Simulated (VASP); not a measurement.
Input of a VASP 6.6.1 run:

INCAR

```
PREC = Accurate ; ENCUT = 520
EDIFF = 1E-6 ; ISMEAR = 0
SIGMA = 0.1243 ; LREAL = F
LASPH = T ; NELM = 80
ALGO = Normal ; ISIF = 2
LWAVE = F ; LCHARG = T
GGA = PE ; LELF = T
LVHAR = T ; NBANDS = 30
```

File KPOINTS:

```
Automatic mesh
0
Gamma
  4 4 4
```

File POSCAR:

```
Pt3SI
1.0
    4.6379280000      0.0000000000      0.0000000000
    0.0000000000      4.6379280000      0.0000000000
    0.0000000000      0.0000000000      4.6379280000
Pt I S
3 1 1
Direct
    0.5150000000      0.3990000000      0.0160000000
    0.0160000000      0.5150000000      0.3990000000
    0.3990000000      0.0160000000      0.5150000000
    0.0000000000      0.0000000000      0.0000000000
    0.5360000000      0.5360000000      0.5360000000
```

Potentials or basis: VASP PAW PBE potentials, release 64 (Pt, I, S).

Launch:

```bash
$ cat potpaw_PBE.64/Pt/POTCAR potpaw_PBE.64/I/POTCAR potpaw_PBE.64/S/POTCAR > POTCAR
$ mpirun -np 1 vasp_std > vasp.out
```

**Question.** What does it give for the band gap on the k mesh?

**Answer.** Zero (an odd number of electrons rules out a gap without spin polarisation).

**Question.** What does it give for the pressure?

**Answer.** -1.4 GPa.

**Question.** Predict the largest force.

**Answer.** 1.238 eV/Å.

Forces on the atoms (eV/Å):
```
Pt   0.211 -1.012  0.681
Pt   0.681  0.211 -1.012
Pt  -1.012  0.681  0.211
I    0.043  0.043  0.043
S    0.077  0.077  0.077
```

Caveat: spin-orbit coupling is left out, which moves the levels of the heavy elements; forces of over 1 eV/Å act on the atoms, so gaps and moduli don't describe the material at rest.
